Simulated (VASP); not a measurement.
Wanted: the native input for a VASP 6.6.1 run.

```
Task                   : relaxation of cell and atoms
Functional             : LDA
Potentials or basis    : VASP PAW LDA potentials, release 64 (Sn_d, O)
Cutoff                 : 600 eV
k mesh                 : 5 × 5 × 2
Occupations            : fermi-dirac, width 0.1 eV
Spin                   : no spin polarisation
Dipole correction      : no
Further INCAR settings : ALGO = Normal; EDIFF = 1e-07; IBRION = 2; EDIFFG = -0.03; NSW = 100; ISIF = 3
```

The structure of SnO lies in POSCAR:

```
SnO
1.0
    2.7369120000     -2.7377960000      0.0000000000
    2.7369120000      2.7377960000      0.0000000000
    0.0000000000      0.0000000000     10.2219600000
Sn O
4 4
Direct
    0.7365470000      0.2634530000      0.8638580000
    0.7634530000      0.2365470000      0.3638580000
    0.2634530000      0.7365470000      0.1361420000
    0.2365470000      0.7634530000      0.6361420000
    0.2619440000      0.2380560000      0.2500000000
    0.2380560000      0.2619440000      0.7500000000
    0.7619440000      0.7380560000      0.2500000000
    0.7380560000      0.7619440000      0.7500000000
```

These files were run (other wordings do the same):

INCAR

```
SYSTEM = SnO
  ALGO = Normal
  EDIFF = 1E-7
  EDIFFG = -0.03
  ENCUT = 600
  GGA_COMPAT = .FALSE.
  IBRION = 2
  ISIF = 3
  ISMEAR = -1
  LASPH = .TRUE.
  LCHARG = .FALSE.
  LREAL = .FALSE.
  LWAVE = .FALSE.
  NELM = 120
  NELMIN = 4
  NSW = 100
  PREC = Accurate
  SIGMA = 0.1
```

KPOINTS

```
k-points
0
G
  5 5 2
  0 0 0
```

Potentials or basis: VASP PAW LDA potentials, release 64 (Sn_d, O).

Command:

```console
$ cat potpaw_LDA.64/Sn_d/POTCAR potpaw_LDA.64/O/POTCAR > POTCAR
$ mpirun -np 1 vasp_std > vasp.out
```

Results of the run:

```json
{
 "Relaxed volume": "16.52 Å³/atom",
 "Relaxed cell": "a = 3.763 Å, b = 3.763 Å, c = 9.337 Å, α = 90.00°, β = 90.00°, γ = 90.00°",
 "Space group after relaxing (to 0.1 Å)": "P4/nmm (No. 129)",
 "Energy gained by relaxing": "43.6 meV/atom",
 "Ionic steps": "19",
 "Pressure after relaxing": "0.0 GPa",
 "Largest force after relaxing": "0.025 eV/Å",
 "Band gap on the k mesh": "0.20 eV"
}
```

Caveat: spin-orbit coupling is left out, which moves the levels of the heavy elements; an odd mesh through Γ misses points on the zone boundary, where band edges can lie.

It took 26 min on 1 thread of Intel(R) Xeon(R) Platinum 8488C (Sapphire Rapids) (shared host), peak memory 0.31 GiB.
